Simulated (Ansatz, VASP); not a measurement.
# Two plane-wave programs on P

```
CELL_PARAMETERS angstrom
4.02096 0.00000 0.00000
0.00000 4.02096 0.00000
0.00000 0.00000 4.94383
ATOMIC_POSITIONS crystal
P 0.00000 0.00000 0.00000
```

Alike in both runs: task single point; functional PBEsol; dispersion D3(BJ); k mesh 12 × 12 × 12; occupations gaussian, width 0.15 eV; no spin polarisation.

```csv
,VASP,Ansatz
version,VASP 6.6.1,Ansatz 0.2.0
potentials or method,"VASP PAW PBE potentials, release 64 (P), cutoff 520 eV","scalar-relativistic, plane waves, PAW"
valence electrons in the cell,5,5
```

|  | VASP | Ansatz | Ansatz less VASP |
| --- | --- | --- | --- |
| gap on the k mesh at the Fermi level (eV) | none | none | - |
| pressure (GPa) | -4.2 | -4.2 | +0.01 |
| traceless stress, the component that is largest in VASP (GPa) | 2.50 | 2.50 | 0.000 |

VASP's potentials were made for PBE, not for PBEsol. A gap of «none» marks a metal or a gap that the smearing closes.
